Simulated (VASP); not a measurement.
# AlRu (Pm-3m) in VASP: notebook, part 2 of 2

VASP 6.6.1. Earlier steps stand in the parts before.

**4. Relaxation of cell and atoms, r2SCAN**

This run uses another cell than the first one, of 13.39 Å³/atom, 0.980 times its volume.

POSCAR

```
AlRu
1.0
    2.9916000000      0.0000000000      0.0000000000
    0.0000000000      2.9916000000      0.0000000000
    0.0000000000      0.0000000000      2.9916000000
Al Ru
1 1
Direct
    0.0000000000      0.0000000000      0.0000000000
    0.5000000000      0.5000000000      0.5000000000
```

INCAR.step1

```
  PREC = Accurate
  ENCUT = 600
  ISMEAR = 0
  SIGMA = 0.1
  LREAL = False
  LASPH = True
  NELM = 100
  GGA = PE
  ALGO = Normal
  EDIFF = 1E-4
  LWAVE = True
  LCHARG = False
```

INCAR.step2

```
  PREC = Accurate
  ENCUT = 600
  EDIFF = 1E-6
  ISMEAR = 0
  SIGMA = 0.1
  LREAL = False
  LASPH = True
  NELM = 100
  ALGO = Normal
  ISIF = 3
  LWAVE = False
  LCHARG = False
  METAGGA = R2SCAN
  LMIXTAU = True
  IBRION = 2
  NSW = 100
  EDIFFG = -0.005
  ISTART = 1
```

KPOINTS

```
regular mesh
0
Gamma
  14 14 14
```

Potentials or basis: VASP PAW PBE potentials, release 64 (Al, Ru_pv).

Run with:

```
$ cat potpaw_PBE.64/Al/POTCAR potpaw_PBE.64/Ru_pv/POTCAR > POTCAR
$ cp INCAR.step1 INCAR
$ mpirun -np 1 vasp_std > vasp.out
$ cp INCAR.step2 INCAR
$ mpirun -np 1 vasp_std > vasp.out
```

OUTCAR:

```text
PREC = Accurate
   ENCUT = 600
   EDIFF = 1E-6
   ISMEAR = 0
   LREAL = False
   LASPH = True
   NELM = 100
   ISIF = 3
   METAGGA = R2SCAN
   IBRION = 2
   NSW = 100
   EDIFFG = -0.005
   ISTART = 1

 ion  position               nearest neighbor table
   1  0.000  0.000  0.000-   2 2.59   2 2.59   2 2.59   2 2.59   2 2.59   2 2.59   2 2.59   2 2.59

   2  0.500  0.500  0.500-   1 2.59   1 2.59   1 2.59   1 2.59   1 2.59   1 2.59   1 2.59   1 2.59

  LATTYP: Found a simple cubic cell.
 ALAT       =     2.9916000000

  Lattice vectors:

 A1 = (   2.9916000000,   0.0000000000,   0.0000000000)
 A2 = (   0.0000000000,   2.9916000000,   0.0000000000)
 A3 = (   0.0000000000,   0.0000000000,   2.9916000000)

Analysis of symmetry for initial positions (statically):
=====================================================================
 Subroutine PRICEL returns:
 Original cell was already a primitive cell.

 Routine SETGRP: Setting up the symmetry group for a
 simple cubic supercell.

 Subroutine GETGRP returns: Found 48 space group operations
 (whereof 48 operations were pure point group operations)
 out of a pool of 48 trial point group operations.

The static configuration has the point symmetry O_h .

Analysis of symmetry for dynamics (positions and initial velocities):
=====================================================================
 Subroutine PRICEL returns:
 Original cell was already a primitive cell.

 Routine SETGRP: Setting up the symmetry group for a
 simple cubic supercell.

 Subroutine GETGRP returns: Found 48 space group operations
 (whereof 48 operations were pure point group operations)
 out of a pool of 48 trial point group operations.

The dynamic configuration has the point symmetry O_h .

 Subroutine INISYM returns: Found 48 space group operations
 (whereof 48 operations are pure point group operations),
[... 137 lines left out ...]

 number of electron      16.9999995 magnetization

 Free energy of the ion-electron system (eV)
  ---------------------------------------------------
  ext. energy  EPLUGINS =         0.00000000
  ---------------------------------------------------
  free energy    TOTEN  =       -33.60556541 eV

  energy without entropy =      -33.59588361  energy(sigma->0) =      -33.60072451

------------------------ aborting loop because EDIFF is reached ----------------------------------------

  FORCE on cell =-STRESS in cart. coord.  units (eV):
  Direction    XX          YY          ZZ          XY          YZ          ZX
  --------------------------------------------------------------------------------------
  -------------------------------------------------------------------------------------
  Total       -0.3078666     -0.3078666     -0.3078666     -0.0000000     -0.0000000     -0.0000000
  in kB      -18.4230967    -18.4230967    -18.4230967     -0.0000000     -0.0000000     -0.0000000
  external PRESSURE =     -18.4230967 kB  Pullay stress =       0.0000000 kB
[... 59 lines left out ...]
--------------------------------------- Ionic step        3  -------------------------------------------

 number of electron      16.9999996 magnetization

 Free energy of the ion-electron system (eV)
  ---------------------------------------------------
  ext. energy  EPLUGINS =         0.00000000
  ---------------------------------------------------
  free energy    TOTEN  =       -33.60685442 eV

  energy without entropy =      -33.59725647  energy(sigma->0) =      -33.60205544

 E-fermi :  10.6882     XC(G=0): -13.6627

 val. band max:       10.6880895088   @ k =   0.5000   0.3571   0.2857
 cond. band min:      10.7079286352   @ k =   0.0714   0.0714   0.0000
 fundamental gap:      0.0198391265
 Fermi energy:        10.6881833750

 k-point     1 :       0.0000    0.0000    0.0000
  band No.  band energies     occupation
      1     -32.3880      2.00000
      2     -32.3880      2.00000
      3     -32.3880      2.00000
      4       0.4625      2.00000
      5       6.9590      2.00000
      6       6.9590      2.00000
      7      10.8602      0.01500
      8      10.8602      0.01500
      9      10.8602      0.01500
     10      17.2418      0.00000
     11      17.2418      0.00000
     12      17.2418      0.00000
[... 331 lines left out ...]
 k-point    24 :       0.3571    0.2143    0.0000
  band No.  band energies     occupation
      1     -32.5710      2.00000
      2     -32.4615      2.00000
      3     -32.3630      2.00000
      4       3.5010      2.00000
      5       6.5458      2.00000
      6       8.0434      2.00000
      7       8.9874      2.00000
      8       9.4093      2.00000
      9      10.3053      2.00000
     10      13.5885      0.00000
     11      17.5104      0.00000
     12      20.0410      0.00000

 [... further k-points ...]

------------------------ aborting loop because EDIFF is reached ----------------------------------------

  FORCE on cell =-STRESS in cart. coord.  units (eV):
  Direction    XX          YY          ZZ          XY          YZ          ZX
  --------------------------------------------------------------------------------------
  -------------------------------------------------------------------------------------
  Total       -0.0031659     -0.0031659     -0.0031659      0.0000000      0.0000000     -0.0000000
  in kB       -0.1910367     -0.1910367     -0.1910367      0.0000000      0.0000000     -0.0000000
  external PRESSURE =      -0.1910367 kB  Pullay stress =       0.0000000 kB
[... 17 lines left out ...]
  FREE ENERGIE OF THE ION-ELECTRON SYSTEM (eV)
  ---------------------------------------------------
  free  energy   TOTEN  =       -33.6068544188 eV

  energy  without entropy=      -33.5972564690  energy(sigma->0) =      -33.60205544

 reached required accuracy - stopping structural energy minimisation
```

OSZICAR.step1:

```text
N       E                     dE             d eps       ncg     rms          rms(c)
DAV:   1     0.123665749164E+03    0.12367E+03   -0.10395E+04  2952   0.148E+03
DAV:   2    -0.122456416231E+02   -0.13591E+03   -0.13055E+03  3020   0.368E+02
DAV:   3    -0.149066262935E+02   -0.26610E+01   -0.25375E+01  3456   0.510E+01
DAV:   4    -0.149303308077E+02   -0.23705E-01   -0.23685E-01  3304   0.497E+00
DAV:   5    -0.149307698131E+02   -0.43901E-03   -0.43899E-03  3436   0.661E-01    0.122E+01
DAV:   6    -0.143458271364E+02    0.58494E+00   -0.36647E+00  3048   0.220E+01    0.238E+00
DAV:   7    -0.142709126968E+02    0.74914E-01   -0.30184E-01  3060   0.655E+00    0.208E+00
DAV:   8    -0.142555565499E+02    0.15356E-01   -0.18663E-02  3148   0.142E+00    0.193E-01
DAV:   9    -0.142554089420E+02    0.14761E-03   -0.32093E-04  3336   0.173E-01    0.130E-01
DAV:  10    -0.142554054367E+02    0.35053E-05   -0.29111E-05  1568   0.787E-02
   1 F= -.14255405E+02 E0= -.14250570E+02  d E =-.967059E-02
```

Wall time 86 s (1 thread of Intel Xeon 6975P-C (Granite Rapids), shared host); peak memory 0.19 GiB.

What came out:

| Item | Value |
| --- | --- |
| Free energy | -33.6069 eV |
| Relaxed volume | 13.28 Å³/atom |
| Relaxed cell | a = 2.983 Å, b = 2.983 Å, c = 2.983 Å, α = 90.00°, β = 90.00°, γ = 90.00° |
| Space group after relaxing (to 0.05 Å) | Pm-3m (No. 221) |
| Energy gained by relaxing | 0.6 meV/atom |
| Ionic steps | 3 |
| Pressure after relaxing | 0.0 GPa |

The path:
```tsv
step	energy change (eV)	largest force (eV/Å)	pressure (GPa)	volume (Å³)
1	0.0000	0.0000	-1.84	26.77
2	0.0024	0.0000	3.19	26.18
3	-0.0013	0.0000	-0.02	26.55
```

Final structure:
```
CELL_PARAMETERS angstrom
2.98331 0.00000 0.00000
0.00000 2.98331 0.00000
0.00000 0.00000 2.98331
ATOMIC_POSITIONS crystal
Al 0.00000 0.00000 0.00000
Ru 0.50000 0.50000 0.50000
```

Levels at points of the mesh, in eV from the Fermi level:
```tsv
k point	band 5	band 6	band 7	band 8	band 9	band 10	band 11	band 12
(0.00, 0.00, 0.00)	-3.73	-3.73	0.17	0.17	0.17	6.55	6.55	6.55
(0.50, 0.00, 0.00)	-5.71	-2.84	-1.71	-1.71	0.44	2.54	7.73	11.65
(0.50, 0.50, 0.00)	-3.18	-1.49	-1.49	-1.26	-1.26	1.74	5.71	6.84
(0.50, 0.50, 0.50)	-4.97	-4.97	1.84	1.84	3.25	4.34	4.34	4.34
```

Caveat: the PAW data sets were made with another functional, which shifts forces and pressure a little.

**5. The runs side by side**

| task | cell | cutoff (eV) | gap on the mesh (eV) | pressure (GPa) |
| --- | --- | --- | --- | --- |
| single point | a = 3.012 Å, 2 atoms | 520 | none | -6.0 |
| single point | a = 3.041 Å, 2 atoms | 520 | none | -11.3 |
| relaxation of cell and atoms | relaxed from a = 2.992 Å, 2 atoms | 600 | none | 0.0 |

Alike in all rows: level r2SCAN; potentials or basis VASP PAW PBE potentials, release 64 (Al, Ru_pv); no spin polarisation; k mesh 14 × 14 × 14; smearing gaussian 0.1 eV.

Caveats: the PAW data sets were made with another functional, which shifts forces and pressure a little.

Total energies depend on the potentials used, so only differences within one code and one set of settings carry meaning.
